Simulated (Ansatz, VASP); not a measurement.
## Ni: VASP beside Ansatz

File INCAR:

```
SYSTEM = Ni
PREC = Accurate
ENCUT = 520
EDIFF = 1E-7
ISMEAR = -1
SIGMA = 0.1
LREAL = .False.
LASPH = .True.
NELM = 80
ALGO = Normal
ISIF = 2
LWAVE = .False.
LCHARG = .True.
GGA = B5
ALDAX = 1.0
AGGAX = 1.0
AGGAC = 1.0
ALDAC = 0.0
LELF = .True.
LVHAR = .True.
NBANDS = 11
```

KPOINTS

```
regular mesh
0
Gamma
  17 17 17
  0 0 0
```

File POSCAR:

```
Ni
1.0
   -1.4214703369      1.4214703369      1.4214703369
    1.4214703369     -1.4214703369      1.4214703369
    1.4214703369      1.4214703369     -1.4214703369
Ni
1
Direct
    0.0000000000      0.0000000000      0.0000000000
```

Input for Ansatz:

```yaml
crystal:
  lattice:
    - [-1.4214703369, 1.4214703369, 1.4214703369]
    - [1.4214703369, -1.4214703369, 1.4214703369]
    - [1.4214703369, 1.4214703369, -1.4214703369]
  atoms:
    - { symbol: Ni, position: [0.0, 0.0, 0.0] }
hamiltonian:
  xc: blyp
  pseudopotentials:
    kind: paw
    azcp:
      Ni: "pseudopotentials/Ni.paw.azcp"
basis:
  ecutwfc: 420
  fft_grid_basis: typed
kpoints:
  mp_grid: { grid: [17, 17, 17], shift: [0, 0, 0] }
magnetization:
  spin_polarized: false
scf:
  occupations: { method: fermi_dirac, width: 0.1 }
  lower_state_search: "off"
output:
  stress: true
  write_density: true
  write_potential: true
  elf: true
  volumetric_format: npy
```

Alike in both runs: task single point; functional BLYP; k mesh 17 × 17 × 17; occupations fermi-dirac, width 0.1 eV; no spin polarisation.

```csv
,VASP,Ansatz
version,VASP 6.6.1,Ansatz 0.2.0
potentials or method,"VASP PAW PBE potentials, release 64 (Ni), cutoff 520 eV","plane waves (420 eV) with PAW, scalar-relativistic"
valence electrons in the cell,10,18
```

Ansatz gave:

* pressure (GPa): 0.0

Task: Estimate VASP's values.

Result: Pressure (GPa): 0.1.

VASP's potentials were made for PBE, not for BLYP. With one functional, cell and mesh, what is left measures potentials, basis and numerics. VASP's potentials hold 10 valence electrons a cell and Ansatz's 18, so a difference there can come from the potentials and not from the codes.
